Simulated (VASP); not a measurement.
# WSe2 (P-3m1) in VASP: single point with PBE+D3(BJ)

Aim: the single point of WSe2 with PBE+D3(BJ).

Everything below comes from runs of VASP 6.6.1. Logs are shortened: lines on timing, memory, paths and dates and some standing lists are left out, and cuts for length are marked.

**1. The cell of the first run**

It takes space group P-3m1 (No. 164, trigonal). Conventional cell: a = 3.366 Å, b = 3.366 Å, c = 12.924 Å, α = 90.00°, β = 90.00°, γ = 120.00°. Within 3.4 Å of W (site symmetry 3m) lie 6 Se at 2.56 Å and 6 W at 3.37 Å. Within 3.4 Å of Se (site symmetry 3m) lie 3 W at 2.56 Å and 7 Se at 3.35 to 3.37 Å. Se (site symmetry 3m) has 3 W at 2.56 Å and 7 Se at 3.35 to 3.37 Å within 3.4 Å.

**2. Single point, PBE+D3(BJ)**

The input, INCAR:

```
ALGO = Normal
EDIFF = 1E-6
ENCUT = 520
GGA = PE
ISIF = 2
ISMEAR = 0
IVDW = 12
LASPH = T
LCHARG = F
LREAL = F
LWAVE = F
NBANDS = 35
NELM = 80
PREC = Accurate
SIGMA = 0.1
```

The input, KPOINTS:

```
k-points
0
Gamma
  6 6 2
```

The input, POSCAR:

```
WSe2
1.0
    3.3655432766      0.0000000000      0.0000000000
   -1.6827716383      2.9146459750      0.0000000000
    0.0000000000      0.0000000000     12.9243575976
W Se
2 4
Direct
    0.6666666667      0.3333333333      0.2497827750
    0.3333333333      0.6666666667      0.7502172250
    0.3333333333      0.6666666667      0.3792579737
    0.6666666667      0.3333333333      0.8796916104
    0.3333333333      0.6666666667      0.1203083896
    0.6666666667      0.3333333333      0.6207420263
```

Potentials or basis: VASP PAW PBE potentials, release 64 (W_sv, Se).

On the command line:

```bash
$ cat potpaw_PBE.64/W_sv/POTCAR potpaw_PBE.64/Se/POTCAR > POTCAR
$ mpirun -np 1 vasp_std > vasp.out
```

OUTCAR:

```text
EDIFF = 1E-6
   ENCUT = 520
   GGA = PE
   ISIF = 2
   ISMEAR = 0
   IVDW = 12
   LASPH = T
   LREAL = F
   NELM = 80
   PREC = Accurate
 IVDW          = 12

 ion  position               nearest neighbor table
   1  0.667  0.333  0.250-   5 2.56   5 2.56   5 2.56   3 2.56   3 2.56   3 2.56
   2  0.333  0.667  0.750-   4 2.56   4 2.56   4 2.56   6 2.56   6 2.56   6 2.56
   3  0.333  0.667  0.379-   1 2.56   1 2.56   1 2.56
   4  0.667  0.333  0.880-   2 2.56   2 2.56   2 2.56
   5  0.333  0.667  0.120-   1 2.56   1 2.56   1 2.56
   6  0.667  0.333  0.621-   2 2.56   2 2.56   2 2.56

  LATTYP: Found a hexagonal cell.
 ALAT       =     3.3655432766
 C/A-ratio  =     3.8401994969

  Lattice vectors:

 A1 = (   3.3655432766,   0.0000000000,   0.0000000000)
 A2 = (  -1.6827716383,   2.9146459750,   0.0000000000)
 A3 = (   0.0000000000,   0.0000000000,  12.9243575976)

Analysis of symmetry for initial positions (statically):
=====================================================================
 Subroutine PRICEL returns:
 Original cell was already a primitive cell.

 Routine SETGRP: Setting up the symmetry group for a
 hexagonal supercell.

 Subroutine GETGRP returns: Found 12 space group operations
 (whereof 12 operations were pure point group operations)
 out of a pool of 24 trial point group operations.

The static configuration has the point symmetry D_3d.

Analysis of symmetry for dynamics (positions and initial velocities):
=====================================================================
 Subroutine PRICEL returns:
 Original cell was already a primitive cell.

 Routine SETGRP: Setting up the symmetry group for a
 hexagonal supercell.

 Subroutine GETGRP returns: Found 12 space group operations
 (whereof 12 operations were pure point group operations)
 out of a pool of 24 trial point group operations.

The dynamic configuration has the point symmetry D_3d.

 Subroutine INISYM returns: Found 12 space group operations
 (whereof 12 operations are pure point group operations),
 and found     1 'primitive' translations

----------------------------------------------------------------------------------------

                                     Primitive cell

  volume of cell :     126.7798

  direct lattice vectors                    reciprocal lattice vectors
     3.365543277  0.000000000  0.000000000     0.297128849  0.171547421  0.000000000
    -1.682771638  2.914645975  0.000000000     0.000000000  0.343094842  0.000000000
     0.000000000  0.000000000 12.924357598     0.000000000  0.000000000  0.077373285

  length of vectors
     3.365543277  3.365543277 12.924357598     0.343094842  0.343094842  0.077373285

  position of ions in fractional coordinates (direct lattice)
     0.666666667  0.333333333  0.249782775
     0.333333333  0.666666667  0.750217225
     0.333333333  0.666666667  0.379257974
     0.666666667  0.333333333  0.879691610
     0.333333333  0.666666667  0.120308390
     0.666666667  0.333333333  0.620742026

  ion indices of the primitive-cell ions
   primitive index   ion index
                 1           1
                 2           2
                 3           3
                 4           4
                 5           5
                 6           6

----------------------------------------------------------------------------------------

 KPOINTS: k-points

Automatic generation of k-mesh.
 Grid dimensions read from file:
 generate k-points for:    6    6    2

 Generating k-lattice:

  Cartesian coordinates                     Fractional coordinates (reciprocal lattice)
     0.049521475  0.028591237  0.000000000     0.166666667 -0.000000000  0.000000000
     0.000000000  0.057182474  0.000000000     0.000000000  0.166666667  0.000000000
     0.000000000  0.000000000  0.038686642     0.000000000  0.000000000  0.500000000

  Length of vectors
     0.057182474  0.057182474  0.038686642

  Shift w.r.t. Gamma in fractional coordinates (k-lattice)
     0.000000000  0.000000000  0.000000000

 Subroutine IBZKPT returns following result:
 ===========================================

 Found     14 irreducible k-points:

 Following reciprocal coordinates:
            Coordinates               Weight
  0.000000  0.000000  0.000000      1.000000
  0.166667 -0.000000  0.000000      6.000000
  0.333333 -0.000000  0.000000      6.000000
  0.500000 -0.000000  0.000000      3.000000
  0.166667  0.166667  0.000000      6.000000
  0.333333  0.166667  0.000000     12.000000
  0.333333  0.333333  0.000000      2.000000
  0.000000  0.000000  0.500000      1.000000
  0.166667 -0.000000  0.500000      6.000000
  0.333333 -0.000000  0.500000      6.000000
  0.500000 -0.000000  0.500000      3.000000
  0.166667  0.166667  0.500000      6.000000
  0.333333  0.166667  0.500000     12.000000
  0.333333  0.333333  0.500000      2.000000
   k-points           NKPTS =     14   k-points in BZ     NKDIM =     14   number of bands    NBANDS=     35
   number of dos      NEDOS =    301   number of ions     NIONS =      6
   total plane-waves  NPLWV =  75264
   dimension x,y,z NGX =    28 NGY =   28 NGZ =   96
   dimension x,y,z NGXF=    56 NGYF=   56 NGZF=  192
   ions per type =               2   4
   NGX,Y,Z   is equivalent  to a cutoff of  13.83, 13.83, 12.35 a.u.
   NGXF,Y,Z  is equivalent  to a cutoff of  27.66, 27.66, 24.70 a.u.
 SYSTEM =  unknown system
   PREC   = accura    normal or accurate (medium, high low for compatibility)
   ISTART =      0    job   : 0-new  1-cont  2-samecut
   ICHARG =      2    charge: 1-file 2-atom 10-const
   ISPIN  =      1    spin polarized calculation?
   LNONCOLLINEAR =      F non collinear calculations
   LSORBIT =      F    spin-orbit coupling
   LASPH  =      T    aspherical Exc in radial PAW
   ENCUT  =  520.0 eV  38.22 Ry    6.18 a.u.   6.26  6.26 24.03*2*pi/ulx,y,z
   NELM   =     80;   NELMIN=  2; NELMDL= -5     # of ELM steps
   EDIFF  = 0.1E-05   stopping-criterion for ELM
   LREAL  =      F    real-space projection
   EDIFFG = 0.1E-04   stopping-criterion for IOM
   NSW    =      0    number of steps for IOM
   IBRION =     -1    ionic relax: 0-MD 1-quasi-New 2-CG
   NFREE  =      0    steps in history (QN), initial steepest desc. (CG)
   ISIF   =      2    stress and relaxation
   ISYM   =      2    0-nonsym 1-usesym 2-fastsym
   POTIM  = 0.5000    time-step for ionic-motion
   TEBEG  =    0.0;   TEEND  =   0.0 temperature during run
   PSTRESS=    0.0 pullay stress
   NELECT =      52.0000    total number of electrons
   NUPDOWN=      -1.0000    fix difference up-down
   EMIN   =  10.00;   EMAX   =-10.00  energy-range for DOS
   EFERMI =   0.00;   METHOD = LEGACY
   ISMEAR =     0;   SIGMA  =   0.10  broadening in eV -4-tet -1-fermi 0-gaus
   EFERMI_NEDOS =   21; number of points for ismear=-14 and -15
   IALGO  =     38    algorithm
   IMIX   =      4    mixing-type and parameters
     AMIX     =   0.40;   BMIX     =  1.00
     AMIX_MAG =   1.60;   BMIX_MAG =  1.00
  volume/ion in A,a.u.               =      21.13       142.59
  Fermi-wavevector in a.u.,A,eV,Ry     =   1.216352  2.298572 20.129987  1.479512
  Thomas-Fermi vector in A             =   2.351709
   LORBIT       =      0    0 simple, 1 ext, 2 COOP (PROOUT), +10 PAW based schemes
   GGA     = PE    functional components
   LHFCALC =     F    Hartree Fock is set to
   AEXX    =    0.0000 exact exchange contribution
   IVDW    =    12    specifies the selected vdW correction
   LEPSILON=     F    determine dielectric tensor
   LRPA    =     F    only Hartree local field effects (RPA)
 non-spin polarized calculation
 Gauss-broadening in eV      SIGMA  =   0.10
  energy-cutoff  :      520.00
  volume of cell :      126.78
 maximum number of plane-waves:      3422
 NGX is ok and might be reduce to    28
   NGX = 13   NGY = 13   NGZ = 49

 number of electron      52.0000001 magnetization

 Free energy of the ion-electron system (eV)
  ---------------------------------------------------
  ext. energy  EPLUGINS =         0.00000000
  ---------------------------------------------------
  free energy    TOTEN  =       -43.12920390 eV

  energy without entropy =      -43.12920390  energy(sigma->0) =      -43.12920390

 E-fermi :   6.4043     XC(G=0): -10.5612

 val. band max:        5.9006476018   @ k =   0.0000   0.0000   0.0000
 cond. band min:       6.8362120723   @ k =   0.1667   0.1667   0.0000
 fundamental gap:      0.9355644705
 Fermi energy:         6.4043290141

 k-point     1 :       0.0000    0.0000    0.0000
  band No.  band energies     occupation
      1     -68.6109      2.00000
      2     -68.6109      2.00000
      3     -32.8013      2.00000
      4     -32.8012      2.00000
      5     -32.7325      2.00000
      6     -32.7325      2.00000
[... 27 lines left out ...]
     34       8.5590      0.00000
     35       9.9064      0.00000

 k-point     2 :       0.1667   -0.0000    0.0000
  band No.  band energies     occupation
      1     -68.6091      2.00000
      2     -68.6091      2.00000
      3     -32.7928      2.00000
      4     -32.7928      2.00000
      5     -32.7776      2.00000
      6     -32.7776      2.00000
[... 27 lines left out ...]
     34       8.9358      0.00000
     35      11.4705      0.00000

 k-point     3 :       0.3333   -0.0000    0.0000
  band No.  band energies     occupation
      1     -68.6055      2.00000
      2     -68.6055      2.00000
      3     -32.8666      2.00000
      4     -32.8666      2.00000
      5     -32.7759      2.00000
      6     -32.7758      2.00000
[... 27 lines left out ...]
     34       9.7415      0.00000
     35      10.9391      0.00000
[... 343 lines left out ...]
 k-point    13 :       0.3333    0.1667    0.5000
  band No.  band energies     occupation
      1     -68.6037      2.00000
      2     -68.6037      2.00000
      3     -32.8883      2.00000
      4     -32.8883      2.00000
      5     -32.7978      2.00000
      6     -32.7978      2.00000
[... 27 lines left out ...]
     34       9.6825      0.00000
     35      11.1564      0.00000

 k-point    14 :       0.3333    0.3333    0.5000
  band No.  band energies     occupation
      1     -68.6028      2.00000
      2     -68.6028      2.00000
      3     -32.8663      2.00000
      4     -32.8663      2.00000
      5     -32.8474      2.00000
      6     -32.8474      2.00000
[... 27 lines left out ...]
     34       9.8924      0.00000
     35      11.8359      0.00000

------------------------ aborting loop because EDIFF is reached ----------------------------------------

 Edisp (eV)   -2.67419

 E8    (eV) :    -1.1929

  FORCE on cell =-STRESS in cart. coord.  units (eV):
  Direction    XX          YY          ZZ          XY          YZ          ZX
  --------------------------------------------------------------------------------------
  -------------------------------------------------------------------------------------
  Total      -4.98047    -4.98047    -2.40421    -0.00000     0.00000     0.00000
  in kB     -62.94060   -62.94060   -30.38311    -0.00000     0.00000     0.00000
  external pressure =      -52.09 kB  Pullay stress =        0.00 kB

 VOLUME and BASIS-vectors are now :
 -----------------------------------------------------------------------------
  energy-cutoff  :      520.00
  volume of cell :      126.78
      direct lattice vectors                 reciprocal lattice vectors
     3.365543277  0.000000000  0.000000000     0.297128849  0.171547421  0.000000000
    -1.682771638  2.914645975  0.000000000     0.000000000  0.343094842  0.000000000
     0.000000000  0.000000000 12.924357598     0.000000000  0.000000000  0.077373285

 POSITION                                       TOTAL-FORCE (eV/Angst)
 -----------------------------------------------------------------------------------
      1.68277      0.97155      3.22828        -0.000000      0.000000      0.001202
     -0.00000      1.94310      9.69608         0.000000     -0.000000     -0.001202
     -0.00000      1.94310      4.90167         0.000000     -0.000000     -0.252401
      1.68277      0.97155     11.36945         0.000000      0.000000     -0.256296
     -0.00000      1.94310      1.55491        -0.000000     -0.000000      0.256296
      1.68277      0.97155      8.02269         0.000000      0.000000      0.252401
 -----------------------------------------------------------------------------------
    total drift:                                0.000000     -0.000000      0.000000

  FREE ENERGIE OF THE ION-ELECTRON SYSTEM (eV)
  ---------------------------------------------------
  free  energy   TOTEN  =       -45.8033966851 eV

  energy  without entropy=      -45.8033966851  energy(sigma->0) =      -45.80339669
```

It took 2.1 min on 1 thread of Intel Xeon 8259CL, shared host; peak memory 0.28 GiB.

Results:

- Free energy: -45.8034 eV
- Pressure: -5.2 GPa
- Largest force: 0.256 eV/Å
- Band gap on the k mesh: 0.94 eV (least direct gap 1.31 eV)
- Dispersion energy per atom: -0.446 eV

Forces in eV/Å, atoms in the order of the input:
```
W    0.000  0.000  0.001
W    0.000  0.000 -0.001
Se   0.000  0.000 -0.252
Se   0.000  0.000 -0.256
Se   0.000  0.000  0.256
Se   0.000  0.000  0.252
```

Stress tensor (GPa, compression positive):
```
-6.29  0.00  0.00
 0.00 -6.29  0.00
 0.00  0.00 -3.04
```

Caveat: the cell stands under tension; spin-orbit coupling is left out, which moves the levels of the heavy elements. A k mesh can miss the band edges.
